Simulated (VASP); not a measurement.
Set up this calculation in VASP 6.6.1, as the native input.

| Property | Result |
| --- | --- |
| Task | single point |
| Functional | LDA |
| Potentials or basis | VASP PAW LDA potentials, release 64 (Ca_sv, O) |
| Cutoff | 520 eV |
| k mesh | 8 × 8 × 8 |
| Occupations | gaussian, width 0.05 eV |
| Spin | no spin polarisation |
| Dipole correction | no |
| Further INCAR settings | ALGO = Normal; EDIFF = 1e-06; NBANDS = 15 |

The structure of CaO lies in POSCAR:

```
CaO
1.0
    0.0000000000      2.3846136661      2.3846136661
    2.3846136661      0.0000000000      2.3846136661
    2.3846136661      2.3846136661      0.0000000000
Ca O
1 1
Direct
    0.5000000000      0.5000000000      0.5000000000
    0.0000000000      0.0000000000      0.0000000000
```

This cell differs from its parent crystal: volume scaled by 1.04.

The input as run:

INCAR

```
  ALGO = Normal
  EDIFF = 1E-6
  ENCUT = 520
  ISIF = 2
  ISMEAR = 0
  LASPH = True
  LCHARG = False
  LREAL = False
  LWAVE = False
  NBANDS = 15
  NELM = 80
  PREC = Accurate
  SIGMA = 0.05
```

KPOINTS

```
k-points
0
Gamma
  8 8 8
```

Potentials or basis: VASP PAW LDA potentials, release 64 (Ca_sv, O).

Run with:

```bash
$ cat potpaw_LDA.64/Ca_sv/POTCAR potpaw_LDA.64/O/POTCAR > POTCAR
$ mpirun -np 1 vasp_std > vasp.out
```

It gave:

* Pressure: -3.7 GPa
* Band gap on the k mesh: 3.45 eV, indirect (least direct gap 3.82 eV)

Wall time 5.6 s on 1 thread of Intel(R) Xeon(R) 6975P-C (Granite Rapids), on a shared host, peak memory 0.14 GiB.
